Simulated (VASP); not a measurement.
Set up this calculation in VASP 6.6.1, as the native input.

```
Task                   : single point
Functional             : PBE
Potentials or basis    : VASP PAW PBE potentials, release 64 (P)
Cutoff                 : 520 eV
k mesh                 : 9 × 9 × 12
Occupations            : fermi-dirac, width 0.05 eV
Spin                   : no spin polarisation
Dipole correction      : no
Further INCAR settings : ALGO = Normal; EDIFF = 1e-06; NBANDS = 14
```

The structure of P lies in POSCAR:

```
P
1.0
    3.5259383816      0.0000000000      0.0000000000
   -1.7629691908      3.0535522107      0.0000000000
    0.0000000000      0.0000000000      2.0787792130
P
3
Direct
    0.0000000000      0.0000000000      0.0000000000
    0.3333333333      0.6666666667      0.5000000000
    0.6666666667      0.3333333333      0.5000000000
```

The input as run:

INCAR

```
SYSTEM = P
PREC     = Accurate       ! precision mode
ENCUT    = 520            ! plane-wave cutoff, eV
EDIFF    = 1E-6           ! SCF threshold, eV
ISMEAR   = -1             ! smearing method
SIGMA    = 0.05           ! smearing width, eV
LREAL    = .FALSE.        ! projectors in reciprocal space
LASPH    = .TRUE.         ! aspherical terms in the spheres
NELM     = 80             ! most SCF steps
ALGO     = Normal         ! electronic algorithm
ISIF     = 2              ! what is computed and relaxed
LWAVE    = .FALSE.        ! write WAVECAR
LCHARG   = .TRUE.         ! write CHGCAR
GGA      = PE             ! functional
LELF     = .TRUE.         ! ELF
LVHAR    = .TRUE.       
NBANDS   = 14             ! bands
```

KPOINTS

```
regular mesh
0
G
  9 9 12
  0 0 0
```

Potentials or basis: VASP PAW PBE potentials, release 64 (P).

Run with:

```sh
$ cat potpaw_PBE.64/P/POTCAR > POTCAR
$ mpirun -np 1 vasp_std > vasp.out
```

Results of the run:

```json
{
 "Pressure": "233.3 GPa"
}
```

Wall time 13 s on 1 thread of Intel(R) Xeon(R) Platinum 8375C CPU @ 2.90GHz (Ice Lake), on a shared host, peak memory 0.14 GiB.
